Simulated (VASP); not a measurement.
Li2RuN2:

```
CELL_PARAMETERS angstrom
3.16423 0.00000 0.00000
-1.58212 2.74031 0.00000
0.00000 0.00000 5.21145
ATOMIC_POSITIONS crystal
Ru 0.00000 0.00000 0.00000
N 0.33333 0.66667 0.21301
N 0.66667 0.33333 0.78699
Li 0.33333 0.66667 0.63982
Li 0.66667 0.33333 0.36018
```

* Program: VASP 6.6.1
* Task: relaxation of cell and atoms
* Functional: BLYP
* Potentials or basis: VASP PAW PBE potentials, release 64 (Ru_pv, N, Li_sv)
* Cutoff: 600 eV
* k mesh: 10 × 10 × 5
* Occupations: fermi-dirac, width 0.05 eV
* Spin: no spin polarisation

At the start: pressure 4.0 GPa; volume 9.04 Å³/atom.

Q: How do energy, volume and symmetry change on relaxing?

A: Over 6 steps the energy falls by 2.8 meV/atom and the volume is 9.22 Å³/atom (+2.0 %); space group P-3m1 (No. 164, to 0.05 Å).

Step by step:
```csv
step,energy change (eV),largest force (eV/Å),pressure (GPa),volume (Å³)
1,0.0000,0.2829,4.05,45.19
2,-0.0089,0.1429,-2.36,46.70
3,-0.0141,0.0383,-0.05,46.12
4,-0.0140,0.0375,0.00,46.10
5,-0.0142,0.0237,0.06,46.09
6,-0.0142,0.0096,0.11,46.08
```

Final structure:
```cif
data_structure
_symmetry_space_group_name_H-M 'P 1'
_symmetry_Int_Tables_number 1
_cell_length_a 3.1869
_cell_length_b 3.1869
_cell_length_c 5.2388
_cell_angle_alpha 90.000
_cell_angle_beta 90.000
_cell_angle_gamma 120.000
_cell_volume 46.08
loop_
_atom_site_label
_atom_site_type_symbol
_atom_site_fract_x
_atom_site_fract_y
_atom_site_fract_z
_atom_site_occupancy
Ru1 Ru 0.00000 0.00000 0.00000 1
N1 N 0.33333 0.66667 0.21488 1
N2 N 0.66667 0.33333 0.78512 1
Li1 Li 0.33333 0.66667 0.64056 1
Li2 Li 0.66667 0.33333 0.35944 1
```

Caveat: the cutoff is under 1.25 times the usual one of these potentials, so pressure, stress and relaxed cells hold a basis-set (Pulay) error; the PAW data sets were made with another functional, which shifts forces and pressure a little.
